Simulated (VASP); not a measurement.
Write the native input for VASP 6.6.1 that does the following.

* Task: single point
* Functional: LDA
* Potentials or basis: VASP PAW LDA potentials, release 64 (B, N)
* Cutoff: 520 eV
* k mesh: 10 × 10 × 10
* Occupations: gaussian, width 0.01 eV
* Spin: no spin polarisation
* Dipole correction: no
* Further INCAR settings: ALGO = Normal; EDIFF = 1e-06; NBANDS = 11

The structure of BN lies in POSCAR:

```
BN
1.0
    0.0000000000      1.8410000000      1.8410000000
    1.8410000000      0.0000000000      1.8410000000
    1.8410000000      1.8410000000      0.0000000000
B N
1 1
Direct
    0.0000000000      0.0000000000      0.0000000000
    0.2500000000      0.2500000000      0.2500000000
```

One way to write it, as run:

INCAR

```
PREC = Accurate ; ENCUT = 520
EDIFF = 1E-6 ; ISMEAR = 0
SIGMA = 0.01 ; LREAL = F
LASPH = T ; NELM = 80
ALGO = Normal ; ISIF = 2
LWAVE = F ; LCHARG = T
LELF = T ; LVHAR = T
NBANDS = 11
```

KPOINTS

```
Automatic mesh
0
Gamma
  10 10 10
```

Potentials or basis: VASP PAW LDA potentials, release 64 (B, N).

Command:

```sh
$ cat potpaw_LDA.64/B/POTCAR potpaw_LDA.64/N/POTCAR > POTCAR
$ mpirun -np 1 vasp_std > vasp.out
```

It gave:

The pressure is -28.2 GPa and the band gap on the k mesh is 4.28 eV, indirect (least direct gap 8.43 eV).

Wall time 2.5 s on 1 thread of Intel(R) Xeon(R) 6975P-C (Granite Rapids), on a shared host, peak memory 0.11 GiB.
